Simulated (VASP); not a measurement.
Input of a VASP 6.6.1 run:

File INCAR:

```
SYSTEM = Hg
PREC = Accurate
ENCUT = 520
EDIFF = 1E-6
ISMEAR = 1
SIGMA = 0.15
LREAL = Auto
LASPH = .TRUE.
NELM = 100
ALGO = Normal
ISIF = 2
LWAVE = .FALSE.
LCHARG = .FALSE.
GGA = PE
NBANDS = 110
```

The input KPOINTS:

```
regular mesh
0
G
  2 2 2
  0 0 0
```

The input POSCAR:

```
Hg
1.0
    7.8337200000      0.8371220000     -0.5355980000
   -0.0939530000      7.2068280000     -0.3117470000
   -0.2785470000     -1.2131100000      7.2220240000
Hg
16
Direct
    0.0105160548      0.8033010419      0.9126333654
    0.4110561920      0.0190234905      0.3113363221
    0.0945488911      0.8520843915      0.3545924175
    0.7215180372      0.5582116686      0.7773360253
    0.1059527669      0.2405425086      0.5795920223
    0.9076167879      0.5580083062      0.4483021867
    0.7506362309      0.1857619698      0.4109402019
    0.5347248951      0.6542174585      0.4250320844
    0.0494831583      0.1835442902      0.1677371139
    0.2180098504      0.5065666119      0.1056650132
    0.5565809128      0.9477948885      0.8609960084
    0.4319810096      0.3252817682      0.8011792512
    0.8438597853      0.1522635315      0.7971030437
    0.6895266528      0.3929935217      0.1086452562
    0.7396324316      0.7990791536      0.1784097062
    0.2497494278      0.6342836234      0.6386219861
```

Potentials or basis: VASP PAW PBE potentials, release 64 (Hg).

Launch:

```console
$ cat potpaw_PBE.64/Hg/POTCAR > POTCAR
$ mpirun -np 1 vasp_std > vasp.out
```

(1) Estimate the pressure.

(2) What does it give for the band gap on the k mesh?

(3) What does it give for the largest force?

Results:

(1) 7.8 GPa.

(2) zero (bands 96 and 97 overlap by 0.26 eV).

(3) 1.065 eV/Å.

Caveat: the k points lie up to 0.45 Å⁻¹ apart; spin-orbit coupling is left out, which moves the levels of the heavy elements.
